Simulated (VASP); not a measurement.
Runs of VASP 6.6.1 on NbC3. The structure is that of space group I4/mmm (No. 139), or close to it. The cells are those of the table. 

```csv
task,cell,k mesh,cutoff (eV),gap on the mesh (eV),pressure (GPa)
relaxation of cell and atoms,"relaxed from a = 4.311 Å, angles 135.6, 135.6, 64.7°, 4 atoms",8 × 8 × 8,600,none,0.5
single point,"a = 4.311 Å, angles 135.6, 135.6, 64.7°, 4 atoms",8 × 8 × 8,520,none,-16.9
single point,"a = 4.426 Å, angles 139.5, 139.5, 58.7°, 4 atoms",20 × 20 × 20,520,none,-0.3
single point,"a = 4.390 Å, angles 138.9, 138.9, 59.5°, 4 atoms",8 × 8 × 8,520,none,(a)
```

Alike in all rows: level PBE; potentials or basis VASP PAW PBE potentials, release 64 (Nb_sv, C); no spin polarisation; smearing gaussian 0.1 eV.

Problem. Estimate the missing entries.

Solution. (a) -0.2.

Caveats: an odd number of electrons without spin polarisation forces a metal; a magnetic or distorted state may lie lower; the stress differs along the axes, from -27 to 2 GPa (at least some runs).

A k mesh can miss the band edges, and the runs leave out spin-orbit coupling on Nb.

A gap of «none» marks levels without a gap at the run's occupations.
